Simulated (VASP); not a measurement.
BaTiO3, 5 atoms in the cell. Symmetry: R3m, No. 160, trigonal system. Conventional cell: a = 5.726 Å, b = 5.726 Å, c = 7.069 Å, α = 90.00°, β = 90.00°, γ = 120.00°. Within 3.7 Å of Ba (site symmetry 3m) lie 12 O at 2.78 to 2.98 Å and 8 Ti at 3.43 to 3.64 Å. Within 2.5 Å of Ti (site symmetry 3m) lie 6 O at 1.87 to 2.21 Å. Within 2.5 Å of O (site symmetry m) lie 2 Ti at 1.87 to 2.21 Å. 

| Quantity | Value |
| --- | --- |
| Program | VASP 6.6.1 |
| Task | single point |
| Functional | PBE |
| Potentials or basis | VASP PAW PBE potentials, release 64 (Ba_sv, Ti_sv, O_h) |
| Cutoff | 1340 eV |
| k mesh | 6 × 6 × 6 |
| Occupations | fermi-dirac, width 0.02 eV |
| Spin | no spin polarisation |
| Dipole correction | no |
| Further INCAR settings | ALGO = Normal; EDIFF = 1e-06; NBANDS = 28 |

Potentials or basis: VASP PAW PBE potentials, release 64 (Ba_sv, Ti_sv, O_h).

The run is started by

```console
$ cat potpaw_PBE.64/Ba_sv/POTCAR potpaw_PBE.64/Ti_sv/POTCAR potpaw_PBE.64/O_h/POTCAR > POTCAR
$ mpirun -np 1 vasp_std > vasp.out
```

Hardware: 1 thread of AMD EPYC 7571, on a shared host.

Task: How long does it take, and how much memory?

Result: It took 6.2 min on 1 thread of AMD EPYC 7571, with other jobs on the host, peak memory 0.45 GiB. Counts: scf iterations 16, k points 32.
